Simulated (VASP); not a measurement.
# MoSe (Fm-3m) in VASP: a series of runs, part 3 of 3

VASP 6.6.1.

## (5) Relaxation of cell and atoms, PBEsol

This run uses another cell than the first one, of 16.56 Å³/atom.

File INCAR:

```
SYSTEM = MoSe
  ALGO = Normal
  EDIFF = 1E-6
  EDIFFG = -0.01
  ENCUT = 600
  GGA = PS
  IBRION = 2
  ISIF = 3
  ISMEAR = 0
  LASPH = .True.
  LCHARG = .False.
  LREAL = .False.
  LWAVE = .False.
  NELM = 60
  NSW = 100
  PREC = Accurate
  SIGMA = 0.1
```

File KPOINTS:

```
k-points
0
Gamma
  14 14 14
  0 0 0
```

File POSCAR:

```
MoSe
1.0
    0.0000000000      2.5490353640      2.5490353640
    2.5490353640      0.0000000000      2.5490353640
    2.5490353640      2.5490353640      0.0000000000
Mo Se
1 1
Direct
    0.0000000000      0.0000000000      0.0000000000
    0.5000000000      0.5000000000      0.5000000000
```

Potentials or basis: VASP PAW PBE potentials, release 64 (Mo_sv, Se).

On the command line:

```sh
$ cat potpaw_PBE.64/Mo_sv/POTCAR potpaw_PBE.64/Se/POTCAR > POTCAR
$ mpirun -np 1 vasp_std > vasp.out
```

OUTCAR:

```text
SYSTEM = MoSe
   EDIFF = 1E-6
   EDIFFG = -0.01
   ENCUT = 600
   GGA = PS
   IBRION = 2
   ISIF = 3
   ISMEAR = 0
   LASPH = .True.
   LREAL = .False.
   NELM = 60
   NSW = 100
   PREC = Accurate

 ion  position               nearest neighbor table
   1  0.000  0.000  0.000-   2 2.55   2 2.55   2 2.55   2 2.55   2 2.55   2 2.55
   2  0.500  0.500  0.500-   1 2.55   1 2.55   1 2.55   1 2.55   1 2.55   1 2.55

  LATTYP: Found a face centered cubic cell.
 ALAT       =     5.0980707280

  Lattice vectors:

 A1 = (   0.0000000000,   2.5490353640,   2.5490353640)
 A2 = (   2.5490353640,   0.0000000000,   2.5490353640)
 A3 = (   2.5490353640,   2.5490353640,   0.0000000000)

Analysis of symmetry for initial positions (statically):
=====================================================================
 Subroutine PRICEL returns:
 Original cell was already a primitive cell.

 Routine SETGRP: Setting up the symmetry group for a
 face centered cubic supercell.

 Subroutine GETGRP returns: Found 48 space group operations
 (whereof 48 operations were pure point group operations)
 out of a pool of 48 trial point group operations.

The static configuration has the point symmetry O_h .

Analysis of symmetry for dynamics (positions and initial velocities):
=====================================================================
 Subroutine PRICEL returns:
 Original cell was already a primitive cell.

 Routine SETGRP: Setting up the symmetry group for a
 face centered cubic supercell.

[... 189 lines left out ...]

 number of electron      20.0000000 magnetization

 E-fermi :   9.3362     XC(G=0): -11.8633

 val. band max:        9.2998021197   @ k =  -0.4286   0.2143   0.0000
 cond. band min:       9.3395086836   @ k =   0.5000   0.3571   0.0000
 fundamental gap:      0.0397065639
 Fermi energy:         9.3362249206

 k-point     1 :       0.0000    0.0000    0.0000
  band No.  band energies     occupation
      1     -51.8440      2.00000
      2     -25.9695      2.00000
      3     -25.9695      2.00000
      4     -25.9695      2.00000
      5      -6.5536      2.00000
      6       7.0859      2.00000
      7       7.0859      2.00000
      8       7.0859      2.00000
      9       7.4094      2.00000
     10       7.4094      2.00000
     11       7.4094      2.00000
     12       7.7841      2.00000
     13       7.7841      2.00000
     14      11.8818      0.00000
[... 426 lines left out ...]
--------------------------------------- Ionic step        3  -------------------------------------------

 number of electron      19.9999999 magnetization

 Free energy of the ion-electron system (eV)
  ---------------------------------------------------
  ext. energy  EPLUGINS =         0.00000000
  ---------------------------------------------------
  free energy    TOTEN  =       -14.59879683 eV

  energy without entropy =      -14.58532521  energy(sigma->0) =      -14.59206102

 E-fermi :  10.0137     XC(G=0): -12.1138

 val. band max:        9.9866815872   @ k =  -0.1429   0.0714   0.0000
 cond. band min:      10.0140746008   @ k =   0.5000   0.2143   0.0714
 fundamental gap:      0.0273930136
 Fermi energy:        10.0137325156

 k-point     1 :       0.0000    0.0000    0.0000
  band No.  band energies     occupation
      1     -51.1531      2.00000
      2     -25.2910      2.00000
      3     -25.2910      2.00000
      4     -25.2910      2.00000
      5      -6.2047      2.00000
      6       7.7358      2.00000
      7       7.7358      2.00000
      8       7.7358      2.00000
      9       7.9111      2.00000
     10       7.9111      2.00000
     11       7.9111      2.00000
     12       8.3364      2.00000
     13       8.3364      2.00000
     14      12.9688      0.00000
[... 420 lines left out ...]
  FREE ENERGIE OF THE ION-ELECTRON SYSTEM (eV)
  ---------------------------------------------------
  free  energy   TOTEN  =       -14.5987968316 eV

  energy  without entropy=      -14.5853252073  energy(sigma->0) =      -14.59206102

 reached required accuracy - stopping structural energy minimisation
```

OSZICAR:

```text
N       E                     dE             d eps       ncg     rms          rms(c)
DAV:   1     0.148417315105E+03    0.14842E+03   -0.11769E+04  2912   0.155E+03
DAV:   2    -0.109074354078E+02   -0.15932E+03   -0.15683E+03  3614   0.374E+02
[... 22 lines left out ...]
DAV:   1    -0.151658902815E+02   -0.60691E+00   -0.13557E+01  2960   0.414E+01    0.694E+00
DAV:   2    -0.146464523726E+02    0.51944E+00   -0.23080E+00  2948   0.144E+01    0.124E+00
DAV:   3    -0.146045290639E+02    0.41923E-01   -0.82926E-02  3080   0.214E+00    0.601E-01
DAV:   4    -0.145980780090E+02    0.64511E-02   -0.36855E-02  3272   0.174E+00    0.396E-01
DAV:   5    -0.145987229998E+02   -0.64499E-03   -0.58385E-04  3134   0.232E-01    0.130E-01
DAV:   6    -0.145987964941E+02   -0.73494E-04   -0.19259E-04  3362   0.100E-01    0.179E-02
DAV:   7    -0.145987968316E+02   -0.33743E-06   -0.72228E-06  3068   0.203E-02
   3 F= -.14598797E+02 E0= -.14592061E+02  d E =-.182691E-01
```

CONTCAR:

```text
MoSe
   1.00000000000000
    -0.0000000000000000    2.5769486713355723    2.5769486713355723
     2.5769486713355723    0.0000000000000000    2.5769486713355723
     2.5769486713355723    2.5769486713355723    0.0000000000000000
  Mo              Se
     1     1
Direct
     0.0000000000000000    0.0000000000000000    0.0000000000000000
     0.5000000000000000    0.5000000000000000    0.5000000000000000

  0.00000000E+00  0.00000000E+00  0.00000000E+00
  0.00000000E+00  0.00000000E+00  0.00000000E+00
```

It took 3.2 min on 1 thread of Intel Xeon Platinum 8175M at 2.50GHz (Skylake/Cascade Lake), shared host; peak memory 0.23 GiB.

What came out:

| Item | Value |
| --- | --- |
| Free energy | -14.5988 eV |
| Relaxed volume | 17.11 Å³/atom |
| Relaxed cell | a = 3.644 Å, b = 3.644 Å, c = 3.644 Å, α = 60.00°, β = 60.00°, γ = 60.00° |
| Space group after relaxing (to 0.1 Å) | Fm-3m (No. 225) |
| Energy gained by relaxing | 9.1 meV/atom |
| Ionic steps | 3 |
| Pressure after relaxing | 0.0 GPa |
| Band gap on the k mesh | zero (bands 10 and 11 overlap by 2.38 eV) |

Step by step:
```csv
step,energy change (eV),largest force (eV/Å),pressure (GPa),volume (Å³)
1,0.0000,0.0000,5.55,33.13
2,0.0216,0.0000,-6.96,35.95
3,-0.0183,0.0000,-0.05,34.23
```

Final structure:
```
Mo Se
1.0
     0.00000    2.57695    2.57695
     2.57695    0.00000    2.57695
     2.57695    2.57695    0.00000
Mo Se
1 1
Cartesian
  0.0000 0.0000 0.0000
  2.5769 2.5769 2.5769
```

Caveat: the PAW data sets were made with another functional, which shifts forces and pressure a little.

## (6) Single point, PBEsol, collinear spin

This run uses another cell than the first one, of 13.66 Å³/atom.

File INCAR:

```
SYSTEM = MoSe
PREC     = Accurate       ! precision mode
ENCUT    = 520            ! plane-wave cutoff, eV
EDIFF    = 1E-6           ! SCF threshold, eV
ISMEAR   = 0              ! smearing method
SIGMA    = 0.1            ! smearing width, eV
LREAL    = .False.        ! projectors in reciprocal space
LASPH    = .True.         ! aspherical terms in the spheres
NELM     = 150            ! most SCF steps
ALGO     = Normal         ! electronic algorithm
ISIF     = 2              ! what is computed and relaxed
LWAVE    = .False.        ! write WAVECAR
LCHARG   = .True.         ! write CHGCAR
ISPIN    = 2              ! spin polarisation
MAGMOM   = 3.5 0          ! initial moments
LORBIT   = 11             ! projections on sites
LMAXMIX  = 4              ! l up to which the mixer works
GGA      = PS             ! functional
LELF     = .True.         ! ELF
LVHAR    = .True.       
NBANDS   = 21             ! bands
```

File KPOINTS:

```
Automatic mesh
0
Gamma
  14 14 14
  0 0 0
```

File POSCAR:

```
MoSe
1.0
    0.0000000000      2.3902805475      2.3902805475
    2.3902805475      0.0000000000      2.3902805475
    2.3902805475      2.3902805475      0.0000000000
Mo Se
1 1
Direct
    0.0000000000      0.0000000000      0.0000000000
    0.5000000000      0.5000000000      0.5000000000
```

Potentials or basis: VASP PAW PBE potentials, release 64 (Mo_sv, Se).

On the command line:

```sh
$ cat potpaw_PBE.64/Mo_sv/POTCAR potpaw_PBE.64/Se/POTCAR > POTCAR
$ mpirun -np 1 vasp_std > vasp.out
```

Run time: 3.2 min. Hardware: 1 thread of Intel Xeon Platinum 8175M at 2.50GHz (Skylake/Cascade Lake), shared host; peak memory 0.24 GiB.

The run converged. Its results:

```
Free energy                                           : -13.5406 eV
Pressure                                              : 60.4 GPa
Band gap on the k mesh                                : zero (filled and empty bands overlap)
Net moment                                            : 0.00 μB per cell
Valence electrons inside the program's atomic spheres : Mo 12.96; Se 4.24
```

Levels at points of the mesh, in eV from the Fermi level:
Spin up:
```csv
k point,band 8,band 9,band 10,band 11,band 12,band 13
"(0.00, 0.00, 0.00)",-3.07,-2.34,-2.34,-2.32,-2.32,-2.32
"(0.50, 0.00, 0.00)",-7.14,-0.15,-0.15,1.01,2.41,6.85
"(0.50, 0.50, 0.00)",-4.22,-4.22,-1.05,0.80,0.80,2.40
```
Spin down:
```
           k point  band 7  band 8  band 9  band 10  band 11  band 12  band 13  band 14
(0.00, 0.00, 0.00)   -3.07   -3.07   -2.34    -2.34    -2.32    -2.32    -2.32     5.24
(0.50, 0.00, 0.00)   -7.14   -7.14   -0.15    -0.15     1.01     2.41     6.85     6.85
(0.50, 0.50, 0.00)   -5.41   -4.22   -4.22    -1.05     0.80     0.80     2.40     4.62
```

Caveat: the cell stands under pressure; the PAW data sets were made with another functional, which shifts forces and pressure a little.

## (7) The runs side by side

```csv
task,spin,fixed moment (μB),cell,cutoff (eV),gap on the mesh (eV),pressure (GPa),moment (μB)
single point,off,-,"a = 3.641 Å, angles 60.0°, 2 atoms",520,none,0.4,-
single point,"collinear, zero start",0.0,"a = 3.641 Å, angles 60.0°, 2 atoms",520,-,0.4,0.00
relaxation of cell and atoms,off,-,"relaxed from a = 3.605 Å, angles 60.0°, 2 atoms",600,none,0.0,-
single point,collinear,-,"a = 3.380 Å, angles 60.0°, 2 atoms",520,none,60.4,0.00
```

Alike in all rows: level PBEsol; potentials or basis VASP PAW PBE potentials, release 64 (Mo_sv, Se); k mesh 14 × 14 × 14; smearing gaussian 0.1 eV.

Caveats: the PAW data sets were made with another functional, which shifts forces and pressure a little; the total moment is fixed, so each spin has its own Fermi level (at least some runs); the cell stands under pressure (at least some runs).

Total energies depend on the potentials used, so only differences within one code and one set of settings carry meaning.
